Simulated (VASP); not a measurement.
C:

```xyz
2
Lattice="0.0000 1.8183 1.8183 1.8183 0.0000 1.8183 1.8183 1.8183 0.0000" Properties=species:S:1:pos:R:3 pbc="T T T"
C     2.7275    2.7275    2.7275
C     1.8183    1.8183    1.8183
```

Program: VASP 6.6.1. Alike in all runs: task single point; no spin polarisation; cell as given; cutoff (eV) 520.

Problem. Order these runs on this cell by their band gap on the k mesh, lowest first.
A. level r2SCAN+rVV10; potentials or basis VASP PAW PBE potentials, release 64 (C); k mesh 13 × 13 × 13; smearing fermi-dirac 0.05 eV
B. level BLYP; potentials or basis VASP PAW PBE potentials, release 64 (C); k mesh 13 × 13 × 13; smearing fermi-dirac 0.05 eV
C. level PBE0; potentials or basis VASP PAW PBE potentials, release 64 (C); k mesh 7 × 7 × 7; smearing fermi-dirac 0.05 eV; grid for exact exchange (PRECFOCK) Normal
D. level LDA; potentials or basis VASP PAW LDA potentials, release 64 (C); k mesh 13 × 13 × 13; smearing gaussian 0.05 eV

Solution. D (3.97 eV), A (4.17 eV), B (4.33 eV), C (6.04 eV).

Caveats: some runs use coarse meshes.

A k mesh can miss the band edges.
